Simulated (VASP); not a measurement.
Ga3BAs4, 8 atoms in the cell. Symmetry: I-42m, No. 121, tetragonal system. Conventional cell: a = 5.454 Å, b = 5.454 Å, c = 10.837 Å, α = 90.00°, β = 90.00°, γ = 90.00°. Within 2.8 Å of B (site symmetry -42m) lie 4 As at 2.12 Å. Within 2.8 Å of As (site symmetry m) lie 1 B at 2.12 Å and 3 Ga at 2.43 to 2.48 Å. Within 3.2 Å of Ga (site symmetry -4) lie 4 As at 2.43 Å. Within 3.3 Å of Ga (site symmetry -42m) lie 4 As at 2.48 Å. 

| Property | Result |
| --- | --- |
| Program | VASP 6.6.1 |
| Task | single point |
| Functional | r2SCAN |
| Potentials or basis | VASP PAW PBE potentials, release 64 (B, As, Ga_d) |
| Cutoff | 520 eV |
| k mesh | 6 × 6 × 6 |
| Occupations | fermi-dirac, width 0.02 eV |
| Spin | no spin polarisation |
| Dipole correction | no |
| Further INCAR settings | ALGO = Normal; EDIFF = 1e-06; NBANDS = 41 |

Potentials or basis: VASP PAW PBE potentials, release 64 (B, As, Ga_d).

Launch:

```sh
$ cat potpaw_PBE.64/B/POTCAR potpaw_PBE.64/As/POTCAR potpaw_PBE.64/Ga_d/POTCAR > POTCAR
$ cp INCAR.step1 INCAR
$ mpirun -np 1 vasp_std > vasp.out
$ cp INCAR.step2 INCAR
$ mpirun -np 1 vasp_std > vasp.out
```

Hardware: 1 thread of Intel(R) Xeon(R) 6975P-C (Granite Rapids), with other jobs on the host.

Question: Estimate the wall time of this run.

Answer: Run time: 8.7 min on 1 thread of Intel(R) Xeon(R) 6975P-C (Granite Rapids) (shared host), peak memory 0.46 GiB. Counts: k points 30.
